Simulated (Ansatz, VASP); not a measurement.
## BN in VASP and in Ansatz

POSCAR

```
BN
1.0
    2.4741443238      0.0000000000      0.0000000000
   -1.2298612564      2.1468189082      0.0000000000
   -0.6221415337     -1.0734094541      2.9816898573
N B
1 1
Direct
    0.6685060000      0.3323850000      0.9849990000
    0.9796430000      0.9834990000      0.0018060000
```

INCAR.step1

```
SYSTEM = BN
PREC = Accurate ; ENCUT = 520
EDIFF = 1E-5 ; ISMEAR = -1
SIGMA = 0.05 ; LREAL = .False.
LASPH = .True. ; NELM = 60
ALGO = Normal ; ISIF = 2
LWAVE = .True. ; LCHARG = .False.
GGA = PE ; NBANDS = 11
```

INCAR.step2

```
SYSTEM = BN
PREC = Accurate ; ENCUT = 520
EDIFF = 1E-6 ; ISMEAR = -1
SIGMA = 0.05 ; LREAL = .False.
LASPH = .True. ; NELM = 60
ALGO = Normal ; ISIF = 2
LWAVE = .False. ; LCHARG = .False.
GGA = PE ; LHFCALC = .True.
AEXX = 0.25 ; PRECFOCK = Normal
ISTART = 1 ; NBANDS = 11
```

Contents of KPOINTS:

```
regular mesh
0
Gamma
  6 6 4
  0 0 0
```

File input.yaml:

```yaml
crystal:
  lattice:
    - [2.4741443238, 0.0, 0.0]
    - [-1.2298612564, 2.1468189082, 0.0]
    - [-0.6221415337, -1.0734094541, 2.9816898573]
  atoms:
    - { symbol: "N", position: [0.668506, 0.332385, 0.984999] }
    - { symbol: B, position: [0.979643, 0.983499, 0.001806] }
hamiltonian:
  xc: pbe0
  pseudopotentials: { kind: paw }
kpoints:
  mp_grid: { grid: [6, 6, 4] }
scf:
  occupations: { method: fermi_dirac, width: 0.05 }
output:
  forces: true
  stress: true
  eigenvalues: true
```

Alike in both runs: task single point; functional PBE0; k mesh 6 × 6 × 4; occupations fermi-dirac, width 0.05 eV; no spin polarisation.

|  | VASP | Ansatz |
| --- | --- | --- |
| version | VASP 6.6.1 | Ansatz 0.2.0 |
| potentials or method | VASP PAW PBE potentials, release 64 (N, B) | Ansatz PAW |
| plane-wave cutoff (eV) | 520 | 420 |
| valence electrons in the cell | 8 | 8 |

Ansatz gave:

```
gap on the k mesh at the Fermi level (eV)                     : 4.89
least direct gap on the mesh (eV)                             : 6.75
pressure (GPa)                                                : 11.4
traceless stress, the component that is largest in VASP (GPa) : 8.80
rms of the force components (eV/Å)                            : 1.775
```

Question: Which values does VASP return?

Answer: gap on the k mesh at the Fermi level (eV): 4.91; least direct gap on the mesh (eV): 6.77; pressure (GPa): 11.5; traceless stress, the component that is largest in VASP (GPa): 9.11; rms of the force components (eV/Å): 1.773.

Atom by atom the forces differ by 0.003 eV/Å (rms over components). The functional is the same, so the differences come from potentials, cutoffs and numerics.

The k mesh is coarse, so the values compare programs but aren't converged.
